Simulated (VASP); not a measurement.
# KBe2Br (Cmmm) in VASP: notebook

The runs below take KBe2Br through single point, relaxation of cell and atoms, with PBE.

Everything below comes from runs of VASP 6.6.1. Logs are shortened: lines on timing, memory, paths and dates and some standing lists are left out, and cuts for length are marked.

## (1) The cell of the first run

Symmetry: Cmmm, No. 65, orthorhombic system. Conventional cell: a = 5.316 Å, b = 7.988 Å, c = 4.305 Å, α = 90.00°, β = 90.00°, γ = 90.00°. K (site symmetry mmm) has 4 Be at 2.40 Å within 3.2 Å. Be (site symmetry 2/m) has 2 K at 2.40 Å and 2 Be at 2.66 Å and 4 Br at 3.22 Å within 3.3 Å. Within 4.6 Å of Br (site symmetry mmm) lie 8 Be at 3.22 Å and 8 K at 3.42 to 4.54 Å and 2 Br at 4.30 Å.

The cell was built from a structure type or drawn by symmetry, and may not be a known phase.

## (2) Single point, PBE

File INCAR:

```
SYSTEM = KBe2Br
PREC = Accurate ; ENCUT = 520
EDIFF = 1E-7 ; ISMEAR = 0
SIGMA = 0.1 ; LREAL = .False.
LASPH = .True. ; NELM = 100
ALGO = Normal ; ISIF = 2
LWAVE = .False. ; LCHARG = .True.
GGA = PE ; LELF = .True.
LVHAR = .True. ; NBANDS = 18
```

File KPOINTS:

```
Automatic mesh
0
Gamma
  4 4 4
  0 0 0
```

File POSCAR:

```
KBe2Br
1.0
    2.6579789400     -3.9942233800      0.0000000000
    2.6579789400      3.9942233800      0.0000000000
    0.0000000000      0.0000000000      4.3048261700
K Be Br
1 2 1
Direct
    0.0000000000      0.0000000000      0.0000000000
    0.0000000000      0.5000000000      0.0000000000
    0.5000000000      0.0000000000      0.0000000000
    0.5000000000      0.5000000000      0.5000000000
```

Potentials or basis: VASP PAW PBE potentials, release 64 (K_sv, Be, Br).

Launch:

```console
> cat potpaw_PBE.64/K_sv/POTCAR potpaw_PBE.64/Be/POTCAR potpaw_PBE.64/Br/POTCAR > POTCAR
> mpirun -np 1 vasp_std > vasp.out
```

OUTCAR:

```text
SYSTEM = KBe2Br
   PREC = Accurate
   ENCUT = 520
   EDIFF = 1E-7
   ISMEAR = 0
   LREAL = .False.
   LASPH = .True.
   NELM = 100
   ISIF = 2
   GGA = PE

 ion  position               nearest neighbor table
   1  0.000  0.000  0.000-   2 2.40   3 2.40   2 2.40   3 2.40
   2  0.000  0.500  0.000-   1 2.40   1 2.40
   3  0.500  0.000  0.000-   1 2.40   1 2.40
   4  0.500  0.500  0.500-

  LATTYP: Found a base centered orthorhombic cell.
 ALAT       =     5.3159578800
 B/A-ratio  =     1.5027295062
 C/A-ratio  =     0.8097931299

  Lattice vectors:

 A1 = (   2.6579789400,  -3.9942233800,   0.0000000000)
 A2 = (   2.6579789400,   3.9942233800,   0.0000000000)
 A3 = (   0.0000000000,   0.0000000000,   4.3048261700)

Analysis of symmetry for initial positions (statically):
=====================================================================
 Subroutine PRICEL returns:
 Original cell was already a primitive cell.

 Routine SETGRP: Setting up the symmetry group for a
 base centered orthorhombic supercell.

 Subroutine GETGRP returns: Found  8 space group operations
 (whereof  8 operations were pure point group operations)
 out of a pool of  8 trial point group operations.

The static configuration has the point symmetry D_2h.

Analysis of symmetry for dynamics (positions and initial velocities):
=====================================================================
 Subroutine PRICEL returns:
 Original cell was already a primitive cell.

 Routine SETGRP: Setting up the symmetry group for a
 base centered orthorhombic supercell.

 Subroutine GETGRP returns: Found  8 space group operations
 (whereof  8 operations were pure point group operations)
 out of a pool of  8 trial point group operations.

The dynamic configuration has the point symmetry D_2h.

 Subroutine INISYM returns: Found  8 space group operations
 (whereof  8 operations are pure point group operations),
 and found     1 'primitive' translations

----------------------------------------------------------------------------------------

                                     Primitive cell

  volume of cell :      91.4049

[... 83 lines left out ...]
   LNONCOLLINEAR =      F non collinear calculations
   LSORBIT =      F    spin-orbit coupling
   LASPH  =      T    aspherical Exc in radial PAW
   ENCUT  =  520.0 eV  38.22 Ry    6.18 a.u.   8.92  8.92  8.00*2*pi/ulx,y,z
   NELM   =    100;   NELMIN=  2; NELMDL= -5     # of ELM steps
   EDIFF  = 0.1E-06   stopping-criterion for ELM
   LREAL  =      F    real-space projection
   EDIFFG = 0.1E-05   stopping-criterion for IOM
   NSW    =      0    number of steps for IOM
   IBRION =     -1    ionic relax: 0-MD 1-quasi-New 2-CG
   NFREE  =      0    steps in history (QN), initial steepest desc. (CG)
   ISIF   =      2    stress and relaxation
   ISYM   =      2    0-nonsym 1-usesym 2-fastsym
   POTIM  = 0.5000    time-step for ionic-motion
   TEBEG  =    0.0;   TEEND  =   0.0 temperature during run
   PSTRESS=    0.0 pullay stress
   NELECT =      20.0000    total number of electrons
   NUPDOWN=      -1.0000    fix difference up-down
   EMIN   =  10.00;   EMAX   =-10.00  energy-range for DOS
   EFERMI =   0.00;   METHOD = LEGACY
   ISMEAR =     0;   SIGMA  =   0.10  broadening in eV -4-tet -1-fermi 0-gaus
   EFERMI_NEDOS =   21; number of points for ismear=-14 and -15
   IALGO  =     38    algorithm
   IMIX   =      4    mixing-type and parameters
     AMIX     =   0.40;   BMIX     =  1.00
     AMIX_MAG =   1.60;   BMIX_MAG =  1.00
  volume/ion in A,a.u.               =      22.85       154.21
  Fermi-wavevector in a.u.,A,eV,Ry     =   0.986495  1.864206 13.240821  0.973173
  Thomas-Fermi vector in A             =   2.117880
   LORBIT       =      0    0 simple, 1 ext, 2 COOP (PROOUT), +10 PAW based schemes
   GGA     = PE    functional components
   LHFCALC =     F    Hartree Fock is set to
   AEXX    =    0.0000 exact exchange contribution
   IVDW    =     0    specifies the selected vdW correction
   LEPSILON=     F    determine dielectric tensor
   LRPA    =     F    only Hartree local field effects (RPA)
 non-spin polarized calculation
 Gauss-broadening in eV      SIGMA  =   0.10
  energy-cutoff  :      520.00
  volume of cell :       91.40
 maximum number of plane-waves:      2476
   NGX = 17   NGY = 17   NGZ = 17

 number of electron      19.9999999 magnetization

 Free energy of the ion-electron system (eV)
  ---------------------------------------------------
  ext. energy  EPLUGINS =         0.00000000
  ---------------------------------------------------
  free energy    TOTEN  =        -4.62861698 eV

  energy without entropy =       -4.62584712  energy(sigma->0) =       -4.62723205

 E-fermi :   2.4900     XC(G=0):  -8.3140

 val. band max:        2.4403778899   @ k =   0.0000   0.0000   0.5000
 cond. band min:       2.5794642129   @ k =   0.0000   0.0000   0.5000
 fundamental gap:      0.1390863230
 Fermi energy:         2.4899647578

 k-point     1 :       0.0000    0.0000    0.0000
  band No.  band energies     occupation
      1     -29.0114      2.00000
      2     -13.2219      2.00000
      3     -12.9684      2.00000
      4     -12.7759      2.00000
      5     -12.4075      2.00000
      6      -1.5378      2.00000
[... 418 lines left out ...]
      5     -12.3293      2.00000
      6      -2.5936      2.00000
[... 10 lines left out ...]
     17      10.0368      0.00000
     18      10.6990      0.00000

------------------------ aborting loop because EDIFF is reached ----------------------------------------

  FORCE on cell =-STRESS in cart. coord.  units (eV):
  Direction    XX          YY          ZZ          XY          YZ          ZX
  --------------------------------------------------------------------------------------
  -------------------------------------------------------------------------------------
  Total       -3.4688851     16.2860037      0.6717751     -0.0000000      0.0000000      0.0000000
  in kB      -60.8038391    285.4668036     11.7751107     -0.0000000      0.0000000      0.0000000
  external PRESSURE =      78.8126917 kB  Pullay stress =       0.0000000 kB

 VOLUME and BASIS-vectors are now :
 -----------------------------------------------------------------------------
  energy-cutoff  :      520.00
  volume of cell :       91.40
      direct lattice vectors                 reciprocal lattice vectors
     2.657978940 -3.994223380  0.000000000     0.188112852 -0.125180780  0.000000000
     2.657978940  3.994223380  0.000000000     0.188112852  0.125180780  0.000000000
     0.000000000  0.000000000  4.304826170     0.000000000  0.000000000  0.232297417

 POSITION                                       TOTAL-FORCE (eV/Angst)
 -----------------------------------------------------------------------------------
      0.00000      0.00000      0.00000         0.000000     -0.000000      0.000000
      1.32899      1.99711      0.00000         0.000000     -0.000000      0.000000
      1.32899     -1.99711      0.00000         0.000000     -0.000000      0.000000
      2.65798      0.00000      2.15241        -0.000000      0.000000      0.000000
 -----------------------------------------------------------------------------------
    total drift:                                0.000000      0.000000      0.000000

  FREE ENERGIE OF THE ION-ELECTRON SYSTEM (eV)
  ---------------------------------------------------
  free  energy   TOTEN  =        -4.6286169833 eV

  energy  without entropy=       -4.6258471248  energy(sigma->0) =       -4.62723205
```

OSZICAR:

```text
N       E                     dE             d eps       ncg     rms          rms(c)
DAV:   1     0.106948044927E+03    0.10695E+03   -0.86332E+03   756   0.971E+02
DAV:   2     0.226751740739E+01   -0.10468E+03   -0.10014E+03  1008   0.223E+02
DAV:   3    -0.457530500546E+01   -0.68428E+01   -0.67118E+01  1002   0.487E+01
DAV:   4    -0.490609756388E+01   -0.33079E+00   -0.33039E+00  1236   0.863E+00
DAV:   5    -0.490851162846E+01   -0.24141E-02   -0.24137E-02   956   0.679E-01    0.124E+01
DAV:   6    -0.470733969814E+01    0.20117E+00   -0.14960E-01   948   0.221E+00    0.809E+00
DAV:   7    -0.462884047846E+01    0.78499E-01   -0.36230E-01   982   0.292E+00    0.536E-01
DAV:   8    -0.462797480971E+01    0.86567E-03   -0.44013E-02  1004   0.149E+00    0.221E-01
DAV:   9    -0.462832291905E+01   -0.34811E-03   -0.18963E-03   914   0.272E-01    0.133E-01
DAV:  10    -0.462853563918E+01   -0.21272E-03   -0.26490E-04   892   0.117E-01    0.376E-02
DAV:  11    -0.462860434782E+01   -0.68709E-04   -0.62449E-05   912   0.485E-02    0.136E-02
DAV:  12    -0.462861512931E+01   -0.10781E-04   -0.19302E-05   882   0.308E-02    0.103E-02
DAV:  13    -0.462861684680E+01   -0.17175E-05   -0.40057E-06   856   0.127E-02    0.257E-03
DAV:  14    -0.462861703093E+01   -0.18413E-06   -0.49065E-07  1114   0.383E-03    0.979E-04
DAV:  15    -0.462861692137E+01    0.10956E-06   -0.39779E-08   650   0.147E-03    0.690E-04
DAV:  16    -0.462861698327E+01   -0.61901E-07   -0.12771E-08   488   0.995E-04
   1 F= -.46286170E+01 E0= -.46272321E+01  d E =-.276986E-02
```

It took 48 s on 1 thread of Intel Xeon 8259CL, shared host; peak memory 0.21 GiB.

What came out:

| Quantity | Value |
| --- | --- |
| Free energy | -4.6286 eV |
| Pressure | 7.9 GPa |
| Band gap on the k mesh | zero (bands 10 and 11 overlap by 0.52 eV) |

Stress tensor (GPa, compression positive):
```
-6.08  0.00  0.00
 0.00 28.55  0.00
 0.00  0.00  1.18
```

Levels at points of the mesh, in eV from the Fermi level:
```
           k point  band 8  band 9  band 10  band 11  band 12  band 13
(0.00, 0.00, 0.00)   -3.84   -3.69    -0.58     0.93     2.22     2.86
(0.50, 0.00, 0.00)   -3.66   -2.11    -1.06     1.55     2.35     2.39
(0.50, 0.50, 0.00)   -3.40   -1.32    -0.29    -0.11     0.74     1.50
(0.00, 0.00, 0.50)   -3.38   -1.39    -0.20    -0.05     0.09     2.33
(0.50, 0.00, 0.50)   -3.58   -2.94    -0.14     0.09     0.90     2.58
(0.50, 0.50, 0.50)   -4.28   -2.40    -0.61     1.15     1.59     1.69
```

Caveat: the k points lie up to 0.36 Å⁻¹ apart, too coarse for converged energies and pressures of a metal.

## (3) Single point, PBE

This run uses another cell than the first one, of 32.91 Å³/atom.

File INCAR:

```
  PREC = Accurate
  ENCUT = 520
  EDIFF = 1E-6
  ISMEAR = 0
  SIGMA = 0.1
  LREAL = False
  LASPH = True
  NELM = 80
  ALGO = Normal
  ISIF = 2
  LWAVE = False
  LCHARG = False
  GGA = PE
  NBANDS = 18
```

File KPOINTS:

```
Automatic mesh
0
Gamma
  4 4 4
```

File POSCAR:

```
KBe2Br
1.0
    2.1844581855     -6.5868328459      0.0000000000
    2.1844581855      6.5868328459      0.0000000000
    0.0000000000      0.0000000000      4.5751183148
K Be Br
1 2 1
Direct
    0.0000000000      0.0000000000      0.0000000000
    0.0000000000      0.5000000000      0.0000000000
    0.5000000000      0.0000000000      0.0000000000
    0.5000000000      0.5000000000      0.5000000000
```

Potentials or basis: VASP PAW PBE potentials, release 64 (K_sv, Be, Br).

Launch:

```console
> cat potpaw_PBE.64/K_sv/POTCAR potpaw_PBE.64/Be/POTCAR potpaw_PBE.64/Br/POTCAR > POTCAR
> mpirun -np 1 vasp_std > vasp.out
```

Run time: 2 min. Hardware: 1 thread of Intel Xeon 8259CL, shared host; peak memory 0.33 GiB.

It converged, with:

| Item | Value |
| --- | --- |
| Free energy | -8.8556 eV |
| Pressure | 0.1 GPa |
| Band gap on the k mesh | zero (bands 10 and 11 overlap by 0.06 eV) |

Stress tensor (GPa, compression positive):
```
0.03 0.00 0.00
0.00 0.14 0.00
0.00 0.00 0.04
```

Levels at points of the mesh, in eV from the Fermi level:
| k point | band 6 | band 7 | band 8 | band 9 | band 10 | band 11 | band 12 | band 13 | band 14 | band 15 |
| --- | --- | --- | --- | --- | --- | --- | --- | --- | --- | --- |
| (0.00, 0.00, 0.00) | -4.09 | -2.94 | -2.56 | -2.37 | -0.10 | 0.92 | 1.71 | 3.71 | 3.87 | 3.90 |
| (0.50, 0.00, 0.00) | -3.57 | -3.15 | -2.83 | -2.63 | -2.05 | 1.90 | 2.04 | 3.43 | 3.44 | 5.66 |
| (0.50, 0.50, 0.00) | -4.28 | -2.55 | -2.37 | -2.25 | -0.33 | -0.08 | 1.53 | 4.07 | 4.37 | 4.78 |
| (0.00, 0.00, 0.50) | -4.09 | -2.94 | -2.75 | -2.62 | -0.25 | 0.01 | 0.50 | 4.49 | 5.49 | 5.90 |
| (0.50, 0.00, 0.50) | -3.12 | -2.99 | -2.60 | -2.37 | -2.09 | 1.50 | 1.72 | 1.95 | 2.58 | 4.98 |
| (0.50, 0.50, 0.50) | -3.57 | -3.55 | -2.94 | -2.62 | -0.07 | 0.31 | 0.62 | 4.49 | 4.81 | 5.51 |

Caveat: the k points lie up to 0.38 Å⁻¹ apart.

## (4) Relaxation of cell and atoms, PBE

File INCAR:

```
PREC     = Accurate       # precision mode
ENCUT    = 600            # plane-wave cutoff, eV
EDIFF    = 1E-6           # SCF threshold, eV
ISMEAR   = 0              # smearing method
SIGMA    = 0.1            # smearing width, eV
LREAL    = F              # projectors in reciprocal space
LASPH    = T              # aspherical terms in the spheres
NELM     = 100            # most SCF steps
ALGO     = Normal         # electronic algorithm
ISIF     = 3              # what is computed and relaxed
LWAVE    = F              # write WAVECAR
LCHARG   = F              # write CHGCAR
GGA      = PE             # functional
IBRION   = 2              # ionic algorithm
NSW      = 90             # ionic steps
EDIFFG   = -0.04          # ionic threshold
```

File KPOINTS:

```
regular mesh
0
Gamma
  4 4 4
```

File POSCAR:

```
KBe2Br
1.0
    2.6579789400     -3.9942233800      0.0000000000
    2.6579789400      3.9942233800      0.0000000000
    0.0000000000      0.0000000000      4.3048261700
K Be Br
1 2 1
Direct
    0.0000000000      0.0000000000      0.0000000000
    0.0000000000      0.5000000000      0.0000000000
    0.5000000000      0.0000000000      0.0000000000
    0.5000000000      0.5000000000      0.5000000000
```

Launch:

```console
> cat potpaw_PBE.64/K_sv/POTCAR potpaw_PBE.64/Be/POTCAR potpaw_PBE.64/Br/POTCAR > POTCAR
> mpirun -np 1 vasp_std > vasp.out
```

It took 6.9 min on 1 thread of Intel Xeon 8259CL, shared host; peak memory 0.26 GiB.

The run converged. Its results:

```
Free energy                           : -8.8414 eV
Relaxed volume                        : 33.62 Å³/atom
Relaxed cell                          : a = 7.071 Å, b = 7.071 Å, c = 4.581 Å, α = 90.00°, β = 90.00°, γ = 144.04°
Space group after relaxing (to 0.1 Å) : Cmmm (No. 65)
Energy gained by relaxing             : 1053.2 meV/atom
Ionic steps                           : 11
Pressure after relaxing               : 0.0 GPa
Band gap on the k mesh                : zero (bands 10 and 11 overlap by 0.06 eV)
```

Stress tensor (GPa, compression positive):
```
 0.06  0.00  0.00
 0.00 -0.18  0.00
 0.00  0.00 -0.01
```

Step by step:
```
step  energy change (eV)  largest force (eV/Å)  pressure (GPa)  volume (Å³)
   1              0.0000                0.0000            7.89        91.40
   2             -2.5182                0.0000            1.17       105.64
   3             -3.9703                0.0000           -1.43       125.13
   4             -4.0932                0.0000           -1.27       129.88
   5             -4.1696                0.0000           -0.88       135.39
   6             -4.1799                0.0000           -0.72       136.97
   7             -4.1828                0.0000           -0.66       137.70
   8             -4.2003                0.0000            0.23       133.74
   9             -4.2012                0.0000            0.06       134.43
  10             -4.2057                0.0000            0.02       134.46
  11             -4.2129                0.0000           -0.04       134.47
```

Final structure:
```cif
data_structure
_symmetry_space_group_name_H-M 'P 1'
_symmetry_Int_Tables_number 1
_cell_length_a 7.0706
_cell_length_b 7.0706
_cell_length_c 4.5809
_cell_angle_alpha 90.000
_cell_angle_beta 90.000
_cell_angle_gamma 144.042
_cell_volume 134.47
loop_
_atom_site_label
_atom_site_type_symbol
_atom_site_fract_x
_atom_site_fract_y
_atom_site_fract_z
_atom_site_occupancy
K1 K 0.00000 0.00000 0.00000 1
Be1 Be 0.00000 0.50000 0.00000 1
Be2 Be 0.50000 0.00000 0.00000 1
Br1 Br 0.50000 0.50000 0.50000 1
```

Levels at points of the mesh, in eV from the Fermi level:
```
           k point  band 7  band 8  band 9  band 10  band 11  band 12  band 13  band 14
(0.00, 0.00, 0.00)   -2.90   -2.53   -2.33    -0.10     0.86     1.70     3.67     3.94
(0.50, 0.00, 0.00)   -3.10   -2.80   -2.62    -2.08     1.89     2.03     3.44     3.45
(0.50, 0.50, 0.00)   -2.52   -2.34   -2.27    -0.31    -0.07     1.55     4.08     4.39
(0.00, 0.00, 0.50)   -2.96   -2.71   -2.58    -0.25     0.01     0.48     4.56     6.07
(0.50, 0.00, 0.50)   -2.96   -2.55   -2.36    -2.11     1.53     1.77     1.92     2.55
(0.50, 0.50, 0.50)   -3.53   -2.88   -2.59    -0.05     0.26     0.59     4.44     4.85
```

Caveat: the k points lie up to 0.38 Å⁻¹ apart in the final cell; the volume moved by over 15 % at a fixed basis, so the end points are rough.

## (5) Overview

| task | cell | cutoff (eV) | gap on the mesh (eV) | pressure (GPa) |
| --- | --- | --- | --- | --- |
| single point | a = 4.798, b = 4.798, c = 4.305 Å, angles 90.0, 90.0, 112.7°, 4 atoms | 520 | none | 7.9 |
| single point | a = 6.940, b = 6.940, c = 4.575 Å, angles 90.0, 90.0, 143.3°, 4 atoms | 520 | none | 0.1 |
| relaxation of cell and atoms | relaxed from a = 4.798, b = 4.798, c = 4.305 Å, angles 90.0, 90.0, 112.7°, 4 atoms | 600 | none | 0.0 |

Alike in all rows: level PBE; potentials or basis VASP PAW PBE potentials, release 64 (K_sv, Be, Br); no spin polarisation; k mesh 4 × 4 × 4; smearing gaussian 0.1 eV.

Caveats: all runs use coarse meshes; the volume moved by over 15 % at a fixed basis, so the end points are rough (at least some runs).

Absolute energies hang on the potentials; compare differences alone.
